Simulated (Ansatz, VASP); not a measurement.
# One calculation of Ge, two programs

```xyz
4
Lattice="4.1175 0.0000 0.0000 -2.0588 3.5659 0.0000 0.0000 0.0000 6.7906" Properties=species:S:1:pos:R:3 pbc="T T T"
Ge    0.0000    2.3773    0.0017
Ge    2.0588    1.1886    3.3970
Ge    0.0000    2.3773    2.5448
Ge    2.0588    1.1886    5.9401
```

Change from the starting cell: hydrostatic strain +3.0%.

Alike in both runs: task single point; functional r2SCAN; k mesh 12 × 12 × 4; occupations fermi-dirac, width 0.02 eV; no spin polarisation.

|  | VASP | Ansatz |
| --- | --- | --- |
| version | VASP 6.6.1 | Ansatz 0.2.0 |
| potentials or method | VASP PAW PBE potentials, release 64 (Ge_d) | plane waves, PAW |
| plane-wave cutoff (eV) | 520 | 500 |
| valence electrons in the cell | 56 | 56 |

```tsv
	VASP	Ansatz	Ansatz less VASP
pressure (GPa)	-5.0	-5.0	-0.02
traceless stress, the component that is largest in VASP (GPa)	0.04	0.06	+0.019
```

VASP's potentials were made for PBE, not for r2SCAN. With one functional, cell and mesh, what is left measures potentials, basis and numerics.
